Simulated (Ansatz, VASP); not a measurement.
# Two plane-wave programs on TiO2

```
Ti O
1.0
     4.49673   -1.49381   -0.00596
     4.49673    1.49381   -0.00596
    -0.88925    0.00000    5.08310
Ti O
2 4
Direct
  0.27345 0.27345 0.26237
  0.72655 0.72655 0.73763
  0.64299 0.64299 0.38116
  0.13899 0.13899 0.88506
  0.35701 0.35701 0.61884
  0.86101 0.86101 0.11494
```

Change from the starting cell: the structure that the rattled cell fell into.

Alike in both runs: functional PBE; dispersion D3(BJ); k mesh 8 × 8 × 6; occupations gaussian, width 0.02 eV; no spin polarisation.

Ansatz relaxed the structure, and its values are those at the end. VASP's run is a single point on that final structure, the one shown.

|  | VASP | Ansatz |
| --- | --- | --- |
| version | VASP 6.6.1 | Ansatz 0.2.0 |
| potentials or method | VASP PAW PBE potentials, release 64 (Ti_sv, O), cutoff 520 eV | scalar-relativistic, plane waves, PAW |
| valence electrons in the cell | 48 | 48 |

|  | VASP | Ansatz | Ansatz less VASP |
| --- | --- | --- | --- |
| gap on the k mesh at the Fermi level (eV) | 2.70 | 2.73 | +0.026 |
| least direct gap on the mesh (eV) | 2.75 | 2.78 | +0.025 |
| pressure (GPa) | 0.8 | 0.0 | -0.75 |
| rms of the force components (eV/Å) | 0.037 | 0.002 | -0.0353 |
